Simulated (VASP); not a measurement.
Write the native input for VASP 6.6.1 that does the following.

| Property | Result |
| --- | --- |
| Task | single point |
| Functional | PBE |
| Potentials or basis | VASP PAW PBE potentials, release 64 (Li_sv, H) |
| Cutoff | 520 eV |
| k mesh | 8 × 8 × 8 |
| Occupations | fermi-dirac, width 0.1 eV |
| Spin | no spin polarisation |
| Dipole correction | no |
| Further INCAR settings | ALGO = Normal; EDIFF = 1e-06; NBANDS = 9 |

The structure of LiH lies in POSCAR:

```
LiH
1.0
    0.0000000000      2.0367500000      2.0367500000
    2.0367500000      0.0000000000      2.0367500000
    2.0367500000      2.0367500000      0.0000000000
Li H
1 1
Direct
    0.0000000000      0.0000000000      0.0000000000
    0.5000000000      0.5000000000      0.5000000000
```

The input as run:

INCAR

```
  ALGO = Normal
  EDIFF = 1E-6
  ENCUT = 520
  GGA = PE
  ISIF = 2
  ISMEAR = -1
  LASPH = T
  LCHARG = F
  LREAL = F
  LWAVE = F
  NBANDS = 9
  NELM = 80
  PREC = Accurate
  SIGMA = 0.1
```

KPOINTS

```
k-points
0
Gamma
  8 8 8
```

Potentials or basis: VASP PAW PBE potentials, release 64 (Li_sv, H).

Launch:

```sh
$ cat potpaw_PBE.64/Li_sv/POTCAR potpaw_PBE.64/H/POTCAR > POTCAR
$ mpirun -np 1 vasp_std > vasp.out
```

Results of the run:

| Property | Result |
| --- | --- |
| Band gap on the k mesh | 3.01 eV, direct |

Run time: 6.1 s on 1 thread of Intel Xeon 8259CL (shared host), peak memory 0.13 GiB.
